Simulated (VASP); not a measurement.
Write the native input for VASP 6.6.1 that does the following.

| Item | Value |
| --- | --- |
| Task | single point |
| Functional | PBE |
| Potentials or basis | VASP PAW PBE potentials, release 64 (B, As) |
| Cutoff | 520 eV |
| k mesh | 8 × 8 × 8 |
| Occupations | gaussian, width 0.02 eV |
| Spin | no spin polarisation |
| Dipole correction | no |
| Further INCAR settings | ALGO = Normal; EDIFF = 1e-07; NBANDS = 11 |

The structure of BAs lies in POSCAR:

```
BAs
1.0
    0.0000000000      2.3168450000      2.3885000000
    2.3168450000      0.0000000000      2.3885000000
    2.3168450000      2.3168450000      0.0000000000
B As
1 1
Direct
    0.0000000000      0.0000000000      0.0000000000
    0.2500000000      0.2500000000      0.2500000000
```

One way to write it, as run:

INCAR

```
  PREC = Accurate
  ENCUT = 520
  EDIFF = 1E-7
  ISMEAR = 0
  SIGMA = 0.02
  LREAL = False
  LASPH = True
  NELM = 80
  ALGO = Normal
  ISIF = 2
  LWAVE = False
  LCHARG = False
  GGA = PE
  NBANDS = 11
```

KPOINTS

```
Automatic mesh
0
Gamma
  8 8 8
```

Potentials or basis: VASP PAW PBE potentials, release 64 (B, As).

Launch:

```bash
$ cat potpaw_PBE.64/B/POTCAR potpaw_PBE.64/As/POTCAR > POTCAR
$ mpirun -np 1 vasp_std > vasp.out
```

It gave:

* Pressure: 13.5 GPa
* Band gap on the k mesh: 0.89 eV, indirect (least direct gap 3.19 eV)

It took 17 s on 1 thread of Intel(R) Xeon(R) Platinum 8488C (Sapphire Rapids), on a shared host, peak memory 0.16 GiB.
